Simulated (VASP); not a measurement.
AgCl (Chlorargyrite):

```
Ag Cl
1.0
     0.00000    2.75311    2.75311
     2.75311    0.00000    2.75311
     2.75311    2.75311    0.00000
Ag Cl
1 1
Direct
  0.00000 0.00000 0.00000
  0.50000 0.50000 0.50000
```

Base run:

```yaml
Program: VASP 6.6.1
Functional: LDA
Potentials_or_basis: VASP PAW LDA potentials, release 64 (Ag, Cl)
Cutoff: 520 eV
k_mesh: 8 × 8 × 8
Occupations: fermi-dirac, width 0.05 eV
Spin: no spin polarisation
```

Its results: band gap on the k mesh 0.64 eV, indirect (least direct gap 3.03 eV); pressure -4.7 GPa.

Problem. The run is repeated on the same cell with these changes: k mesh from 8 × 8 × 8 to 7 × 7 × 7. What comes out?

Solution. Band gap on the k mesh 0.72 eV, indirect (least direct gap 3.03 eV); pressure -4.7 GPa.

A k mesh can miss the band edges.
